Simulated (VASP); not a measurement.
**Na: relaxation of cell and atoms with PBE**

The system is Na.

```
Na
1.0
     3.69010    0.00000    0.00000
    -1.84505    3.19572    0.00000
     0.00000    0.00000    6.02837
Na
2
Direct
  0.33333 0.66667 0.25000
  0.66667 0.33333 0.75000
```

```yaml
Program: VASP 6.6.1
Task: relaxation of cell and atoms
Functional: PBE
Potentials_or_basis: VASP PAW PBE potentials, release 64 (Na_pv)
Cutoff: 600 eV
k_mesh: 10 × 10 × 6
Occupations: fermi-dirac, width 0.05 eV
Spin: no spin polarisation
Dipole_correction: no
Further_INCAR_settings: ALGO = Normal; EDIFF = 1e-07; IBRION = 2; EDIFFG = -0.005; NSW = 100; ISIF = 3
```

```json
{"Relaxed volume": "37.11 Å³/atom", "Relaxed cell": "a = 3.765 Å, b = 3.765 Å, c = 6.046 Å, α = 90.00°, β = 90.00°, γ = 120.00°", "Space group after relaxing (to 0.05 Å)": "P6_3/mmc (No. 194)", "Energy gained by relaxing": "1.8 meV/atom", "Ionic steps": "7", "Pressure after relaxing": "0.0 GPa", "Band gap on the k mesh": "zero (band 7 reaches 1.80 eV, above the bottom of band 8 at -1.90 eV)"}
```

Step by step:
| step | energy change (eV) | largest force (eV/Å) | pressure (GPa) | volume (Å³) |
| --- | --- | --- | --- | --- |
| 1 | 0.0000 | 0.0000 | 0.34 | 71.09 |
| 2 | -0.0016 | 0.0000 | 0.25 | 71.88 |
| 3 | -0.0036 | 0.0000 | -0.01 | 74.27 |
| 4 | -0.0036 | 0.0000 | -0.02 | 74.33 |
| 5 | -0.0036 | 0.0000 | -0.03 | 74.31 |
| 6 | -0.0037 | 0.0000 | -0.02 | 74.23 |
| 7 | -0.0037 | 0.0000 | 0.00 | 74.22 |

Final structure:
```yaml
crystal:
  lattice:
    - [3.76485, 0.00000, 0.00000]
    - [-1.88242, 3.26045, 0.00000]
    - [0.00000, 0.00000, 6.04600]
  atoms:
    - { symbol: Na, position: [0.33333, 0.66667, 0.25000] }
    - { symbol: Na, position: [0.66667, 0.33333, 0.75000] }
```

Levels at points of the mesh, in eV from the Fermi level:
| k point | band 3 | band 4 | band 5 | band 6 | band 7 | band 8 | band 9 | band 10 | band 11 |
| --- | --- | --- | --- | --- | --- | --- | --- | --- | --- |
| (0.00, 0.00, 0.00) | -24.87 | -24.86 | -24.86 | -24.86 | -3.24 | 0.67 | 1.10 | 9.87 | 9.87 |
| (0.50, 0.00, 0.00) | -24.88 | -24.87 | -24.87 | -24.87 | 0.24 | 0.35 | 3.93 | 3.95 | 4.46 |
| (0.00, 0.00, 0.50) | -24.86 | -24.86 | -24.86 | -24.86 | -2.19 | -2.19 | 5.74 | 5.74 | 10.48 |
| (0.50, 0.00, 0.50) | -24.87 | -24.87 | -24.87 | -24.87 | 1.08 | 1.08 | 1.55 | 1.55 | 7.72 |

Run time: 90 s on 1 thread of Intel(R) Xeon(R) 6975P-C (Granite Rapids) (shared host), peak memory 0.2 GiB.

PBE usually gives volumes a little too large and moduli too small. Zero-point motion and thermal expansion aren't in these numbers.
